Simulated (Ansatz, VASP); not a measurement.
**Ga2GeO2: VASP beside Ansatz**

```xyz
5
Lattice="3.8281 0.0000 0.0000 -1.9141 3.3153 0.0000 0.0000 0.0000 6.6361" Properties=species:S:1:pos:R:3 pbc="T T T"
Ga    0.0000    2.2102    4.8258
Ga    0.0000    2.2102    1.8103
Ge    1.9141    1.1051    3.3181
O     0.0000    0.0000    0.0000
O     0.0000    2.2102    0.0000
```

Alike in both runs: functional PBE; k mesh 12 × 12 × 6; occupations gaussian, width 0.1 eV; no spin polarisation.

Ansatz relaxed the structure, and its values are those at the end. VASP's run is a single point on that final structure, the one shown.

|  | VASP | Ansatz |
| --- | --- | --- |
| version | VASP 6.6.1 | Ansatz 0.2.0 |
| potentials or method | VASP PAW PBE potentials, release 64 (Ga_d, Ge_d, O), cutoff 520 eV | scalar-relativistic, plane waves, PAW |
| valence electrons in the cell | 52 | 52 |

```csv
,VASP,Ansatz,Ansatz less VASP
gap on the k mesh at the Fermi level (eV),none,none,-
pressure (GPa),0.0,0.0,-0.02
rms of the force components (eV/Å),0.012,0.000,-0.0124
```

A gap of «none» marks a metal or a gap that the smearing closes. The functional is the same, so the differences come from potentials, cutoffs and numerics.
